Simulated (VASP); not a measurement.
Crystal: Pt.

```
CELL_PARAMETERS angstrom
0.00000 1.96090 1.96090
1.96090 0.00000 1.96090
1.96090 1.96090 0.00000
ATOMIC_POSITIONS crystal
Pt 0.00000 0.00000 0.00000
```

| Item | Value |
| --- | --- |
| Program | VASP 6.6.1 |
| Task | relaxation of cell and atoms |
| Functional | PBEsol |
| Dispersion | D3(BJ) |
| Potentials or basis | VASP PAW PBE potentials, release 64 (Pt) |
| Cutoff | 600 eV |
| k mesh | 12 × 12 × 12 |
| Occupations | fermi-dirac, width 0.05 eV |
| Spin | no spin polarisation |

At the start: pressure -9.0 GPa; volume 15.08 Å³/atom.

Task: How do energy, volume and symmetry change on relaxing?

Result: Over 4 steps the energy falls by 13.3 meV/atom and the volume is 14.62 Å³/atom (-3.0 %); space group Fm-3m (No. 225, to 0.05 Å).

Step by step:
| step | energy change (eV) | largest force (eV/Å) | pressure (GPa) | volume (Å³) |
| --- | --- | --- | --- | --- |
| 1 | 0.0000 | 0.0000 | -8.97 | 15.08 |
| 2 | 0.1279 | 0.0000 | 38.15 | 13.31 |
| 3 | -0.0133 | 0.0000 | -0.36 | 14.64 |
| 4 | -0.0133 | 0.0000 | -0.06 | 14.62 |

Final structure:
```yaml
crystal:
  lattice:
    - [0.00000, 1.94096, 1.94096]
    - [1.94096, 0.00000, 1.94096]
    - [1.94096, 1.94096, 0.00000]
  atoms:
    - { symbol: Pt, position: [0.00000, 0.00000, 0.00000] }
```

Caveat: the PAW data sets were made with another functional, which shifts forces and pressure a little; pairwise dispersion overbinds metals, which lowers pressure and volume.
